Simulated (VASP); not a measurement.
Input of a VASP 6.6.1 run:

INCAR

```
PREC = Accurate
ENCUT = 500
EDIFF = 1E-6
ISMEAR = 0
SIGMA = 0.02
LREAL = False
LASPH = True
NELM = 120
ALGO = Normal
ISIF = 2
LWAVE = False
LCHARG = True
GGA = PE
LELF = True
LVHAR = True
NBANDS = 11
GGA_COMPAT = False
```

File KPOINTS:

```
Automatic mesh
0
Gamma
  10 10 10
```

Contents of POSCAR:

```
BAs
1.0
    0.0000000000      2.3850000000      2.3850000000
    2.3850000000      0.0000000000      2.3850000000
    2.3850000000      2.3850000000      0.0000000000
B As
1 1
Direct
    0.0000000000      0.0000000000      0.0000000000
    0.2500000000      0.2500000000      0.2500000000
```

Potentials or basis: VASP PAW PBE potentials, release 64 (B, As).

Run with:

```console
$ cat potpaw_PBE.64/B/POTCAR potpaw_PBE.64/As/POTCAR > POTCAR
$ mpirun -np 1 vasp_std > vasp.out
```

Question: Predict the pressure.

Answer: 4.1 GPa.

Question: Predict the band gap on the k mesh.

Answer: 1.17 eV, indirect (least direct gap 3.28 eV).

A k mesh can miss the band edges. As with any semilocal functional, this PBE gap is likely too small.
